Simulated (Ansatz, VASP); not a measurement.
# Two plane-wave programs on ZnS

```
Zn S
1.0
     0.00217   -2.72177   -2.72163
     0.00012    2.72157   -2.72143
     5.44532   -0.00205   -0.00228
Zn S
2 2
Direct
  0.49976 0.50002 0.50000
  0.99981 0.99999 0.00002
  0.00006 0.49999 0.24999
  0.50037 0.99999 0.74999
```

Change from the starting cell: atom 4 moved 0.30 Å; relaxed back.

Alike in both runs: functional PBE; k mesh 6 × 6 × 4; occupations gaussian, width 0.05 eV; no spin polarisation.

Ansatz relaxed the structure, and its values are those at the end. VASP's run is a single point on that final structure, the one shown.

|  | VASP | Ansatz |
| --- | --- | --- |
| version | VASP 6.6.1 | Ansatz 0.2.0 |
| potentials or method | VASP PAW PBE potentials, release 64 (Zn, S), cutoff 520 eV | scalar-relativistic, plane waves, PAW |
| valence electrons in the cell | 36 | 36 |

Ansatz gave:

- gap on the k mesh at the Fermi level (eV): 2.01
- least direct gap on the mesh (eV): 2.01
- pressure (GPa): 0.0

What did VASP give for the same quantities?

gap on the k mesh at the Fermi level (eV): 2.01; least direct gap on the mesh (eV): 2.01; pressure (GPa): 0.1.
